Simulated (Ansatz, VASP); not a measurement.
One calculation of Co, two programs

```xyz
2
Lattice="2.3996 0.0000 0.0000 -1.1998 2.0781 0.0000 0.0000 0.0000 3.8657" Properties=species:S:1:pos:R:3 pbc="T T T"
Co    0.0000    1.3854    0.9664
Co    1.1998    0.6927    2.8993
```

Alike in both runs: task single point; functional LDA; k mesh 15 × 15 × 8; occupations fermi-dirac, width 0.6 eV; no spin polarisation.

|  | VASP | Ansatz |
| --- | --- | --- |
| version | VASP 6.6.1 | Ansatz 0.2.0 |
| potentials or method | VASP PAW LDA potentials, release 64 (Co), cutoff 520 eV | plane waves (420 eV) with PAW, scalar-relativistic |
| valence electrons in the cell | 18 | 34 |

Ansatz gave:

```
pressure (GPa)                                                : 15.9
traceless stress, the component that is largest in VASP (GPa) : 1.58
```

Problem. Estimate VASP's values.

Solution. Pressure (GPa): 15.1; traceless stress, the component that is largest in VASP (GPa): 1.51.

Ansatz warns that its potentials were made for another functional, while VASP's fit it. LDA's correlation is that of Perdew and Zunger in VASP and of Perdew and Wang (1992) in Ansatz. VASP's potentials hold 18 valence electrons a cell and Ansatz's 34, so a difference there can come from the potentials and not from the codes.
